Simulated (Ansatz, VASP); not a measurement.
SnO2 in VASP and in Ansatz

```xyz
12
Lattice="3.1706 1.8306 4.4277 -3.1706 1.8306 4.4277 0.0000 -3.6611 4.4277" Properties=species:S:1:pos:R:3 pbc="T T T"
Sn    0.0000    0.0000   11.4836
Sn    0.0000   -1.8306    7.0604
Sn   -1.5853    0.9153    7.0604
Sn    1.5853    0.9153    7.0604
O    -1.5843   -0.9147    6.0177
O     1.5843   -0.9147    6.0177
O     0.0000    1.8294    6.0177
O     0.0000    0.0000    8.1018
O     0.0000    0.0000    1.5920
O     0.0000   -1.8317    3.6722
O    -1.5863    0.9158    3.6722
O     1.5863    0.9158    3.6722
```

Alike in both runs: task single point; functional LDA; k mesh 6 × 6 × 6; occupations gaussian, width 0.05 eV; no spin polarisation.

```csv
,VASP,Ansatz
version,VASP 6.6.1,Ansatz 0.2.0
potentials or method,"VASP PAW LDA potentials, release 64 (Sn_d, O), cutoff 520 eV","scalar-relativistic, plane waves, PAW"
valence electrons in the cell,104,104
```

|  | VASP | Ansatz | Ansatz less VASP |
| --- | --- | --- | --- |
| gap on the k mesh at the Fermi level (eV) | 1.78 | 1.79 | +0.003 |
| least direct gap on the mesh (eV) | 1.78 | 1.79 | +0.003 |
| pressure (GPa) | -3.2 | -4.4 | -1.18 |
| traceless stress, the component that is largest in VASP (GPa) | -3.98 | -3.35 | +0.631 |
| rms of the force components (eV/Å) | 0.324 | 0.366 | +0.0416 |

Ansatz warns that its potentials were made for another functional, while VASP's fit it. LDA's correlation is that of Perdew and Zunger in VASP and of Perdew and Wang (1992) in Ansatz. Atom by atom the forces differ by 0.042 eV/Å (rms over components).
